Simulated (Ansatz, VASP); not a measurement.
Two plane-wave programs on Al2Pt

Contents of INCAR:

```
ALGO     = Fast           # electronic algorithm
EDIFF    = 1E-6           # SCF threshold, eV
ENCUT    = 520            # plane-wave cutoff, eV
GGA      = PE             # functional
ISIF     = 2              # what is computed and relaxed
ISMEAR   = 0              # smearing method
LASPH    = True           # aspherical terms in the spheres
LCHARG   = False          # write CHGCAR
LREAL    = False          # projectors in reciprocal space
LWAVE    = False          # write WAVECAR
NBANDS   = 34             # bands
NELM     = 100            # most SCF steps
PREC     = Accurate       # precision mode
SIGMA    = 0.15           # smearing width, eV
```

File KPOINTS:

```
k-points
0
Gamma
  13 13 5
```

POSCAR

```
Al2Pt
1.0
    2.9732041201     -2.9732041201      0.0000000000
    2.9732041201      0.0000000000     -2.9732041201
    6.8124336441      6.8124336441      6.8124336441
Al Pt
6 3
Direct
    0.6666666667      0.6666666667      0.3637127841
    1.0000000000      0.0000000000      0.0727541952
    0.3333333333      0.3333333333      0.6546713730
    0.6666666667      0.6666666667      0.8001506674
    1.0000000000      1.0000000000      0.5091920785
    0.3333333333      0.3333333333      0.2182334896
    0.0000000000      0.0000000000      0.7274110202
    0.3333333333      0.3333333333      0.4364524313
    0.6666666667      0.6666666667      0.1454938424
```

Input for Ansatz:

```yaml
crystal:
  lattice:
    - [2.9732041201, -2.9732041201, 0.0]
    - [2.9732041201, 0.0, -2.9732041201]
    - [6.8124336441, 6.8124336441, 6.8124336441]
  atoms:
    - { symbol: Al, position: [0.6666666667, 0.6666666667, 0.3637127841] }
    - { symbol: Al, position: [1.0, 0.0, 0.0727541952] }
    - { symbol: Al, position: [0.3333333333, 0.3333333333, 0.654671373] }
    - { symbol: Al, position: [0.6666666667, 0.6666666667, 0.8001506674] }
    - { symbol: Al, position: [1.0, 1.0, 0.5091920785] }
    - { symbol: Al, position: [0.3333333333, 0.3333333333, 0.2182334896] }
    - { symbol: Pt, position: [0.0, 0.0, 0.7274110202] }
    - { symbol: Pt, position: [0.3333333333, 0.3333333333, 0.4364524313] }
    - { symbol: Pt, position: [0.6666666667, 0.6666666667, 0.1454938424] }
basis:
  ecutwfc: 420
kpoints:
  mp_grid: { grid: [13, 13, 5] }
hamiltonian:
  xc: pbe
scf:
  occupations: { method: gaussian, width: 0.15 }
output:
  forces: true
  stress: true
  eigenvalues: true
```

Alike in both runs: task single point; functional PBE; k mesh 13 × 13 × 5; occupations gaussian, width 0.15 eV; no spin polarisation.

```csv
,VASP,Ansatz
version,VASP 6.6.1,Ansatz 0.2.0
potentials or method,"VASP PAW PBE potentials, release 64 (Al, Pt), cutoff 520 eV","scalar-relativistic, plane waves, PAW"
valence electrons in the cell,48,72
```

VASP gave:

```
gap on the k mesh at the Fermi level (eV)                     : none
pressure (GPa)                                                : -3.2
traceless stress, the component that is largest in VASP (GPa) : -1.04
rms of the force components (eV/Å)                            : 0.108
```

Problem. What did Ansatz give for the same quantities?

Solution. gap on the k mesh at the Fermi level (eV): none; pressure (GPa): -3.1; traceless stress, the component that is largest in VASP (GPa): -1.05; rms of the force components (eV/Å): 0.109.

Atom by atom the forces differ by 0.002 eV/Å (rms over components). A gap of «none» marks a metal or a gap that the smearing closes. VASP's potentials hold 48 valence electrons a cell and Ansatz's 72, so a difference there can come from the potentials and not from the codes.

Spin-orbit coupling is off throughout.
